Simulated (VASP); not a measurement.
Set up this calculation in VASP 6.6.1, as the native input.

* Task: single point
* Functional: PBE
* Potentials or basis: VASP PAW PBE potentials, release 64 (Sr_sv, Ti_sv)
* Cutoff: 520 eV
* k mesh: 6 × 6 × 4
* Occupations: gaussian, width 0.1 eV
* Spin: no spin polarisation
* Dipole correction: no
* Further INCAR settings: ALGO = Normal; EDIFF = 1e-06; NBANDS = 18

The structure of SrTi lies in POSCAR:

```
SrTi
1.0
    3.3813380360      0.0000000000      0.0000000000
    0.0000000000      3.3813380360      0.0000000000
    0.0000000000      0.0000000000      5.1178291808
Sr Ti
1 1
Direct
    0.5000000000      0.5000000000      0.5000000000
    0.0000000000      0.0000000000      0.0000000000
```

These files were run (other wordings do the same):

INCAR

```
PREC = Accurate
ENCUT = 520
EDIFF = 1E-6
ISMEAR = 0
SIGMA = 0.1
LREAL = False
LASPH = True
NELM = 60
ALGO = Normal
ISIF = 2
LWAVE = False
LCHARG = False
GGA = PE
NBANDS = 18
```

KPOINTS

```
Automatic mesh
0
Gamma
  6 6 4
```

Potentials or basis: VASP PAW PBE potentials, release 64 (Sr_sv, Ti_sv).

The run is started by

```console
$ cat potpaw_PBE.64/Sr_sv/POTCAR potpaw_PBE.64/Ti_sv/POTCAR > POTCAR
$ mpirun -np 1 vasp_std > vasp.out
```

Results of the run:

The pressure is 0.1 GPa and the band gap on the k mesh is zero (bands 11 and 12 overlap by 0.99 eV).

Wall time 15 s on 1 thread of Intel(R) Xeon(R) 6975P-C (Granite Rapids), with other jobs on the host, peak memory 0.19 GiB.
